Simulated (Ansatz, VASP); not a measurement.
## Two plane-wave programs on Sn2GeN2

```
Sn Ge N
1.0
     5.75311    0.00000    0.00000
    -2.87655    4.98234    0.00000
     0.00000    0.00000    7.24918
Sn Ge N
4 2 4
Direct
  0.36102 0.00000 0.05680
  0.00000 0.36102 0.05680
  0.63898 0.63898 0.05680
  0.00000 0.00000 0.66118
  0.33333 0.66667 0.50078
  0.66667 0.33333 0.50078
  0.00000 0.00000 0.20782
  0.33333 0.66667 0.23909
  0.66667 0.33333 0.23909
  0.00000 0.00000 0.37859
```

Alike in both runs: functional PBE; k mesh 6 × 6 × 6; occupations gaussian, width 0.1 eV; no spin polarisation.

Ansatz relaxed the structure, and its values are those at the end. VASP's run is a single point on that final structure, the one shown.

```csv
,VASP,Ansatz
version,VASP 6.6.1,Ansatz 0.2.0
potentials or method,"VASP PAW PBE potentials, release 64 (Sn_d, Ge_d, N), cutoff 520 eV","scalar-relativistic, plane waves, PAW"
valence electrons in the cell,104,104
```

Ansatz gave:

```
gap on the k mesh at the Fermi level (eV) : none
pressure (GPa)                            : 0.0
rms of the force components (eV/Å)        : 0.000
```

Task: Estimate VASP's values.

Result: gap on the k mesh at the Fermi level (eV): none; pressure (GPa): 0.0; rms of the force components (eV/Å): 0.060.

A gap of «none» marks a metal or a gap that the smearing closes. The functional is the same, so the differences come from potentials, cutoffs and numerics.

Noted on VASP's run: the standard files for N, O and F lose accuracy on very short bonds.
